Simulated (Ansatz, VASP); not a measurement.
Pt in VASP and in Ansatz

```xyz
1
Lattice="0.0000 2.2003 1.6156 2.2003 0.0000 1.6156 2.2003 2.2003 0.0000" Properties=species:S:1:pos:R:3 pbc="T T T"
Pt    0.0000    0.0000    0.0000
```

Alike in both runs: task single point; functional LDA; k mesh 22 × 22 × 22; occupations gaussian, width 0.15 eV; no spin polarisation.

```csv
,VASP,Ansatz
version,VASP 6.6.1,Ansatz 0.2.0
potentials or method,"VASP PAW LDA potentials, release 64 (Pt), cutoff 520 eV","scalar-relativistic, plane waves, PAW"
valence electrons in the cell,10,18
```

VASP gave:

| Quantity | Value |
| --- | --- |
| gap on the k mesh at the Fermi level (eV) | none |
| pressure (GPa) | -11.7 |
| traceless stress, the component that is largest in VASP (GPa) | 2.33 |

Estimate Ansatz's values.

gap on the k mesh at the Fermi level (eV): none; pressure (GPa): -12.4; traceless stress, the component that is largest in VASP (GPa): 2.34.

LDA's correlation is that of Perdew and Zunger in VASP and of Perdew and Wang (1992) in Ansatz. A gap of «none» marks a metal or a gap that the smearing closes. VASP's potentials hold 10 valence electrons a cell and Ansatz's 18, so a difference there can come from the potentials and not from the codes.

Neither program's run includes spin-orbit coupling.
